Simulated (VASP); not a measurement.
Ir: single point with LDA

The system is Ir.

```
Ir
1.0
     0.00000   -1.91970   -1.91970
    -1.91970    0.00000   -1.91970
     1.91970    1.91970   -3.83940
Ir
2
Direct
  0.51595 0.51595 0.50000
  0.98405 0.98405 0.00000
```

This cell differs from its parent crystal: atoms displaced along a vibrational mode.

| Quantity | Value |
| --- | --- |
| Program | VASP 6.6.1 |
| Task | single point |
| Functional | LDA |
| Potentials or basis | VASP PAW LDA potentials, release 64 (Ir) |
| Cutoff | 520 eV |
| k mesh | 24 × 24 × 20 |
| Occupations | gaussian, width 0.15 eV |
| Spin | no spin polarisation |

| Quantity | Value |
| --- | --- |
| Pressure | -5.0 GPa |
| Largest force | 0.676 eV/Å |
| Band gap on the k mesh | zero (bands 9 and 10 overlap by 2.80 eV) |

Forces in eV/Å, atoms in the order of the input:
```
Ir   0.290  0.290  0.538
Ir  -0.290 -0.290 -0.538
```

Stress tensor (GPa, compression positive):
```
-4.51  1.53  0.01
 1.53 -4.51  0.01
 0.01  0.01 -5.92
```

Levels at points of the mesh, in eV from the Fermi level:
```tsv
k point	band 5	band 6	band 7	band 8	band 9	band 10	band 11	band 12	band 13	band 14
(0.00, 0.00, 0.00)	-3.96	-3.88	-3.85	-1.23	-1.22	-0.71	0.76	0.85	7.28	13.98
(0.50, 0.00, 0.00)	-3.83	-3.72	-1.86	-1.76	1.00	1.13	3.73	4.08	7.88	8.58
(0.50, 0.50, 0.00)	-4.02	-0.84	0.62	0.91	0.91	1.44	1.60	2.06	7.14	10.38
(0.00, 0.00, 0.50)	-3.58	-3.46	-3.34	-3.25	-1.49	-1.43	-0.52	-0.49	13.81	13.82
(0.50, 0.00, 0.50)	-3.93	-0.75	0.79	0.79	0.92	1.39	1.52	1.84	7.22	10.48
(0.50, 0.50, 0.50)	-3.64	-3.52	-2.11	-1.86	0.94	1.21	3.54	4.24	7.55	8.93
```

It took 13 min on 1 thread of Intel(R) Xeon(R) Platinum 8488C (Sapphire Rapids), on a shared host, peak memory 1.1 GiB.

Caveat: the cell differs from its parent crystal (atoms displaced along a vibrational mode); the cell stands under tension; spin-orbit coupling is left out, which moves the levels of the heavy elements.
